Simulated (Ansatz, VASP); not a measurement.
Two plane-wave programs on Hg

INCAR

```
PREC     = Accurate       # precision mode
ENCUT    = 600            # plane-wave cutoff, eV
EDIFF    = 1E-6           # SCF threshold, eV
ISMEAR   = -1             # smearing method
SIGMA    = 0.1            # smearing width, eV
LREAL    = False          # projectors in reciprocal space
LASPH    = True           # aspherical terms in the spheres
NELM     = 100            # most SCF steps
ALGO     = Normal         # electronic algorithm
ISIF     = 3              # what is computed and relaxed
LWAVE    = False          # write WAVECAR
LCHARG   = False          # write CHGCAR
GGA      = RP             # functional
IBRION   = 2              # ionic algorithm
NSW      = 80             # ionic steps
EDIFFG   = -0.01          # ionic threshold
```

The input KPOINTS:

```
regular mesh
0
Gamma
  11 11 3
```

Contents of POSCAR:

```
Hg
1.0
    3.1954827370      0.0000000000      0.0000000000
   -1.5977413685      2.7673692276      0.0000000000
    0.0000000000      0.0000000000     10.4364466190
Hg
4
Direct
    0.0000000000      0.0000000000      0.0000000000
    0.0000000000      0.0000000000      0.5000000000
    0.3333333333      0.6666666667      0.2500000000
    0.6666666667      0.3333333333      0.7500000000
```

Input for Ansatz:

```yaml
crystal:
  lattice:
    - [3.195482737, 0.0, 0.0]
    - [-1.5977413685, 2.7673692276, 0.0]
    - [0.0, 0.0, 10.436446619]
  atoms:
    - { symbol: Hg, position: [0.0, 0.0, 0.0] }
    - { symbol: Hg, position: [0.0, 0.0, 0.5] }
    - { symbol: Hg, position: [0.3333333333, 0.6666666667, 0.25] }
    - { symbol: Hg, position: [0.6666666667, 0.3333333333, 0.75] }
hamiltonian:
  xc: rpbe
  pseudopotentials:
    kind: paw
    azcp:
      Hg: "pseudopotentials/Hg.paw.azcp"
basis:
  ecutwfc: 420
  fft_grid_basis: typed
kpoints:
  mp_grid: { grid: [11, 11, 3], shift: [0, 0, 0] }
magnetization:
  spin_polarized: false
scf:
  occupations: { method: fermi_dirac, width: 0.1 }
relax:
  max_steps: 60
  f_tol: 0.01
  cell: {}
```

Alike in both runs: task relaxation of cell and atoms; functional RPBE; k mesh 11 × 11 × 3; occupations fermi-dirac, width 0.1 eV; no spin polarisation.

|  | VASP | Ansatz |
| --- | --- | --- |
| version | VASP 6.6.1 | Ansatz 0.2.0 |
| potentials or method | VASP PAW PBE potentials, release 64 (Hg), cutoff 600 eV | plane waves (420 eV) with PAW, scalar-relativistic |
| valence electrons in the cell | 48 | 80 |

```tsv
	VASP	Ansatz	Ansatz less VASP
relaxed volume (Å³/atom)	87.23	103.49	+16.261
relaxed length of the cell vector where the two differ most in proportion (Å)	4.977	5.276	+0.2991
```

VASP's potentials were made for PBE, not for RPBE. One of these differences is far larger than is usual between the two programs; its cause wasn't traced. VASP's potentials hold 48 valence electrons a cell and Ansatz's 80, so a difference there can come from the potentials and not from the codes.

Spin-orbit coupling is off throughout. Noted on VASP's run: the volume moved by over 15 % at a fixed basis, so the end points are rough.
